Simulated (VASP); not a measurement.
# Sb (Pm-3m) in VASP: single point with LDA

Aim: the single point of Sb with LDA.

Everything below comes from runs of VASP 6.6.1. Logs are shortened: lines on timing, memory, paths and dates and some standing lists are left out, and cuts for length are marked.

**1. The cell of the first run**

It takes space group Pm-3m (No. 221, cubic). The conventional cell has a = 4.837 Å, b = 4.837 Å, c = 4.837 Å, α = 90.00°, β = 90.00°, γ = 90.00°.

**2. Single point, LDA**

Input file INCAR:

```
PREC = Accurate
ENCUT = 520
EDIFF = 1E-6
ISMEAR = -1
SIGMA = 0.1
LREAL = F
LASPH = T
NELM = 100
ALGO = Normal
ISIF = 2
LWAVE = F
LCHARG = T
LELF = T
LVHAR = T
NBANDS = 8
```

Input file KPOINTS:

```
regular mesh
0
Gamma
  4 4 4
```

Input file POSCAR:

```
Sb
1.0
    4.8369620000      0.0000000000      0.0000000000
    0.0000000000      4.8369620000      0.0000000000
    0.0000000000      0.0000000000      4.8369620000
Sb
1
Direct
    0.0000000000      0.0000000000      0.0000000000
```

Potentials or basis: VASP PAW LDA potentials, release 64 (Sb).

The run is started by

```
$ cat potpaw_LDA.64/Sb/POTCAR > POTCAR
$ mpirun -np 1 vasp_std > vasp.out
```

OUTCAR:

```text
PREC = Accurate
   ENCUT = 520
   EDIFF = 1E-6
   ISMEAR = -1
   LREAL = F
   LASPH = T
   NELM = 100
   ISIF = 2

 ion  position               nearest neighbor table
   1  0.000  0.000  0.000-

  LATTYP: Found a simple cubic cell.
 ALAT       =     4.8369620000

  Lattice vectors:

 A1 = (   4.8369620000,   0.0000000000,   0.0000000000)
 A2 = (   0.0000000000,   4.8369620000,   0.0000000000)
 A3 = (   0.0000000000,   0.0000000000,   4.8369620000)

Analysis of symmetry for initial positions (statically):
=====================================================================
 Subroutine PRICEL returns:
 Original cell was already a primitive cell.

 Routine SETGRP: Setting up the symmetry group for a
 simple cubic supercell.

 Subroutine GETGRP returns: Found 48 space group operations
 (whereof 48 operations were pure point group operations)
 out of a pool of 48 trial point group operations.

The static configuration has the point symmetry O_h .

Analysis of symmetry for dynamics (positions and initial velocities):
=====================================================================
 Subroutine PRICEL returns:
 Original cell was already a primitive cell.

 Routine SETGRP: Setting up the symmetry group for a
 simple cubic supercell.

 Subroutine GETGRP returns: Found 48 space group operations
 (whereof 48 operations were pure point group operations)
 out of a pool of 48 trial point group operations.

The dynamic configuration has the point symmetry O_h .

 Subroutine INISYM returns: Found 48 space group operations
 (whereof 48 operations are pure point group operations),
 and found     1 'primitive' translations

----------------------------------------------------------------------------------------

                                     Primitive cell

  volume of cell :     113.1665

  direct lattice vectors                    reciprocal lattice vectors
     4.836962000  0.000000000  0.000000000     0.206741339  0.000000000  0.000000000
     0.000000000  4.836962000  0.000000000     0.000000000  0.206741339  0.000000000
     0.000000000  0.000000000  4.836962000     0.000000000  0.000000000  0.206741339

  length of vectors
     4.836962000  4.836962000  4.836962000     0.206741339  0.206741339  0.206741339

  position of ions in fractional coordinates (direct lattice)
     0.000000000  0.000000000  0.000000000

  ion indices of the primitive-cell ions
   primitive index   ion index
                 1           1

----------------------------------------------------------------------------------------

 KPOINTS: regular mesh

Automatic generation of k-mesh.
 Grid dimensions read from file:
 generate k-points for:    4    4    4

 Generating k-lattice:

  Cartesian coordinates                     Fractional coordinates (reciprocal lattice)
     0.051685335  0.000000000  0.000000000     0.250000000  0.000000000  0.000000000
     0.000000000  0.051685335  0.000000000     0.000000000  0.250000000  0.000000000
     0.000000000  0.000000000  0.051685335     0.000000000  0.000000000  0.250000000

  Length of vectors
     0.051685335  0.051685335  0.051685335

  Shift w.r.t. Gamma in fractional coordinates (k-lattice)
     0.000000000  0.000000000  0.000000000

 Subroutine IBZKPT returns following result:
 ===========================================

 Found     10 irreducible k-points:

 Following reciprocal coordinates:
            Coordinates               Weight
  0.000000  0.000000  0.000000      1.000000
  0.250000  0.000000  0.000000      6.000000
  0.500000  0.000000  0.000000      3.000000
  0.250000  0.250000  0.000000     12.000000
  0.500000  0.250000  0.000000     12.000000
  0.500000  0.500000  0.000000      3.000000
  0.250000  0.250000  0.250000      8.000000
  0.500000  0.250000  0.250000     12.000000
  0.500000  0.500000  0.250000      6.000000
  0.500000  0.500000  0.500000      1.000000
   k-points           NKPTS =     10   k-points in BZ     NKDIM =     10   number of bands    NBANDS=      8
   number of dos      NEDOS =    301   number of ions     NIONS =      1
   total plane-waves  NPLWV =  46656
   dimension x,y,z NGX =    36 NGY =   36 NGZ =   36
   dimension x,y,z NGXF=    72 NGYF=   72 NGZF=   72
   ions per type =               1
   NGX,Y,Z   is equivalent  to a cutoff of  12.37, 12.37, 12.37 a.u.
   NGXF,Y,Z  is equivalent  to a cutoff of  24.75, 24.75, 24.75 a.u.
 SYSTEM =  unknown system
   PREC   = accura    normal or accurate (medium, high low for compatibility)
   ISTART =      0    job   : 0-new  1-cont  2-samecut
   ICHARG =      2    charge: 1-file 2-atom 10-const
   ISPIN  =      1    spin polarized calculation?
   LNONCOLLINEAR =      F non collinear calculations
   LSORBIT =      F    spin-orbit coupling
   LASPH  =      T    aspherical Exc in radial PAW
   ENCUT  =  520.0 eV  38.22 Ry    6.18 a.u.   8.99  8.99  8.99*2*pi/ulx,y,z
   NELM   =    100;   NELMIN=  2; NELMDL= -5     # of ELM steps
   EDIFF  = 0.1E-05   stopping-criterion for ELM
   LREAL  =      F    real-space projection
[... 7 lines left out ...]
   TEBEG  =    0.0;   TEEND  =   0.0 temperature during run
   PSTRESS=    0.0 pullay stress
   NELECT =       5.0000    total number of electrons
   NUPDOWN=      -1.0000    fix difference up-down
   EMIN   =  10.00;   EMAX   =-10.00  energy-range for DOS
   EFERMI =   0.00;   METHOD = LEGACY
   ISMEAR =    -1;   SIGMA  =   0.10  broadening in eV -4-tet -1-fermi 0-gaus
   EFERMI_NEDOS =   21; number of points for ismear=-14 and -15
   IALGO  =     38    algorithm
   IMIX   =      4    mixing-type and parameters
     AMIX     =   0.40;   BMIX     =  1.00
     AMIX_MAG =   1.60;   BMIX_MAG =  1.00
  volume/ion in A,a.u.               =     113.17       763.69
  Fermi-wavevector in a.u.,A,eV,Ry     =   0.578752  1.093682  4.557317  0.334953
  Thomas-Fermi vector in A             =   1.622183
   LORBIT       =      0    0 simple, 1 ext, 2 COOP (PROOUT), +10 PAW based schemes
   GGA     = CA    functional components
   LHFCALC =     F    Hartree Fock is set to
   AEXX    =    0.0000 exact exchange contribution
   IVDW    =     0    specifies the selected vdW correction
   LEPSILON=     F    determine dielectric tensor
   LRPA    =     F    only Hartree local field effects (RPA)
 non-spin polarized calculation
  energy-cutoff  :      520.00
  volume of cell :      113.17
 maximum number of plane-waves:      3112
 NGX is ok and might be reduce to    36
   NGX = 17   NGY = 17   NGZ = 17

 number of electron       5.0000000 magnetization

 Free energy of the ion-electron system (eV)
  ---------------------------------------------------
  ext. energy  EPLUGINS =         0.00000000
  ---------------------------------------------------
  free energy    TOTEN  =        -1.26891478 eV

  energy without entropy =       -1.09261170  energy(sigma->0) =       -1.18076324

 E-fermi :  -2.1429     XC(G=0):  -5.1828

 val. band max:       -2.2019603806   @ k =   0.2500   0.2500   0.0000
 cond. band min:      -2.1335802083   @ k =   0.5000   0.2500   0.0000
 fundamental gap:      0.0683801724
 Fermi energy:        -2.1428625700

 k-point     1 :       0.0000    0.0000    0.0000
  band No.  band energies     occupation
      1     -10.4202      2.00000
      2      -1.5870      0.00768
      3      -1.5870      0.00768
      4      -1.5870      0.00768
      5       1.4408      0.00000
      6       3.8358      0.00000
      7       3.8358      0.00000
      8       8.1461      0.00000

 k-point     2 :       0.2500    0.0000    0.0000
  band No.  band energies     occupation
      1     -10.3592      2.00000
      2      -2.3764      1.82349
      3      -1.5115      0.00362
      4      -1.5115      0.00362
      5       2.1733      0.00000
      6       4.0981      0.00000
      7       4.6022      0.00000
      8       6.4567      0.00000

 k-point     3 :       0.5000    0.0000    0.0000
  band No.  band energies     occupation
      1     -10.2952      2.00000
      2      -2.9430      1.99933
      3      -1.4317      0.00163
      4      -1.4317      0.00163
      5       2.9685      0.00000
      6       4.1881      0.00000
      7       4.4727      0.00000
      8       5.7408      0.00000

 k-point     4 :       0.2500    0.2500    0.0000
  band No.  band energies     occupation
      1     -10.2999      2.00000
      2      -2.3172      1.70222
      3      -2.2020      1.28718
      4      -1.4395      0.00176
      5       2.8193      0.00000
      6       4.1001      0.00000
      7       5.2091      0.00000
      8       5.5046      0.00000

 k-point     5 :       0.5000    0.2500    0.0000
  band No.  band energies     occupation
      1     -10.2377      2.00000
      2      -2.8125      1.99753
      3      -2.1336      0.95362
      4      -1.3635      0.00082
      5       3.1461      0.00000
      6       3.7428      0.00000
      7       5.4360      0.00000
      8       5.6850      0.00000

 k-point     6 :       0.5000    0.5000    0.0000
  band No.  band energies     occupation
      1     -10.1776      2.00000
      2      -2.6655      1.98931
      3      -2.6655      1.98931
      4      -1.2918      0.00040
      5       2.4007      0.00000
      6       4.3793      0.00000
      7       5.9535      0.00000
      8       5.9535      0.00000

 k-point     7 :       0.2500    0.2500    0.2500
  band No.  band energies     occupation
      1     -10.2420      2.00000
      2      -2.2492      1.48656
      3      -2.1026      0.80159
      4      -2.1026      0.80159
      5       3.2197      0.00000
      6       4.6905      0.00000
      7       4.6905      0.00000
      8       5.4881      0.00000

 k-point     8 :       0.5000    0.2500    0.2500
  band No.  band energies     occupation
      1     -10.1815      2.00000
      2      -2.6902      1.99164
      3      -2.0754      0.67477
      4      -1.9948      0.37080
      5       3.1904      0.00000
      6       4.0557      0.00000
      7       4.4465      0.00000
      8       6.0103      0.00000

 k-point     9 :       0.5000    0.5000    0.2500
  band No.  band energies     occupation
      1     -10.1229      2.00000
      2      -2.5538      1.96768
      3      -2.5538      1.96768
      4      -1.9297      0.21213
      5       2.7344      0.00000
      6       4.1192      0.00000
      7       4.1192      0.00000
      8       6.0241      0.00000

 k-point    10 :       0.5000    0.5000    0.5000
  band No.  band energies     occupation
      1     -10.0659      2.00000
      2      -2.4308      1.89359
      3      -2.4308      1.89359
      4      -2.4308      1.89359
      5       3.3141      0.00000
      6       3.3141      0.00000
      7       3.3141      0.00000
      8       4.9476      0.00000

------------------------ aborting loop because EDIFF is reached ----------------------------------------

  FORCE on cell =-STRESS in cart. coord.  units (eV):
  Direction    XX          YY          ZZ          XY          YZ          ZX
  --------------------------------------------------------------------------------------
  -------------------------------------------------------------------------------------
  Total       -1.8276702     -1.8276702     -1.8276702     -0.0000000      0.0000000     -0.0000000
  in kB      -25.8755976    -25.8755976    -25.8755976     -0.0000000      0.0000000     -0.0000000
  external PRESSURE =     -25.8755976 kB  Pullay stress =       0.0000000 kB

 VOLUME and BASIS-vectors are now :
 -----------------------------------------------------------------------------
  energy-cutoff  :      520.00
  volume of cell :      113.17
      direct lattice vectors                 reciprocal lattice vectors
     4.836962000  0.000000000  0.000000000     0.206741339  0.000000000  0.000000000
     0.000000000  4.836962000  0.000000000     0.000000000  0.206741339  0.000000000
     0.000000000  0.000000000  4.836962000     0.000000000  0.000000000  0.206741339

 POSITION                                       TOTAL-FORCE (eV/Angst)
 -----------------------------------------------------------------------------------
      0.00000      0.00000      0.00000         0.000000      0.000000      0.000000
 -----------------------------------------------------------------------------------
    total drift:                                0.000000      0.000000      0.000000

  FREE ENERGIE OF THE ION-ELECTRON SYSTEM (eV)
  ---------------------------------------------------
  free  energy   TOTEN  =        -1.2689147775 eV

  energy  without entropy=       -1.0926117038  energy(sigma->0) =       -1.18076324
```

It used 4.7 s of CPU time on 1 thread of Intel Xeon 6975P-C, with other jobs on the host.

What came out:

| Property | Result |
| --- | --- |
| Free energy | -1.2689 eV |
| Pressure | -2.6 GPa |

Caveat: spin-orbit coupling is left out, which moves the levels of the heavy elements.
